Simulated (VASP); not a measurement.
A run of VASP 6.6.1:

The input INCAR:

```
PREC = Accurate ; ENCUT = 520
EDIFF = 1E-6 ; ISMEAR = -1
SIGMA = 0.1 ; LREAL = False
LASPH = True ; NELM = 100
ALGO = Normal ; ISIF = 2
LWAVE = False ; LCHARG = True
GGA = PE ; LELF = True
LVHAR = True ; NBANDS = 11
```

The input KPOINTS:

```
regular mesh
0
Gamma
  14 14 14
```

Contents of POSCAR:

```
Pt
1.0
    0.0000000000      1.8690500000      1.8690500000
    1.8690500000      0.0000000000      1.8690500000
    1.8690500000      1.8690500000      0.0000000000
Pt
1
Direct
    0.0000000000      0.0000000000      0.0000000000
```

Potentials or basis: VASP PAW PBE potentials, release 64 (Pt).

Command:

```bash
$ cat potpaw_PBE.64/Pt/POTCAR > POTCAR
$ mpirun -np 1 vasp_std > vasp.out
```

Hardware: 1 thread of Intel Xeon 6975P-C, on a shared host.

Task: Estimate the wall time of this run.

Result: Run time: 5.8 s on 1 thread of Intel Xeon 6975P-C, on a shared host, peak memory 0.14 GiB. Counts: scf iterations 11, k points 104.
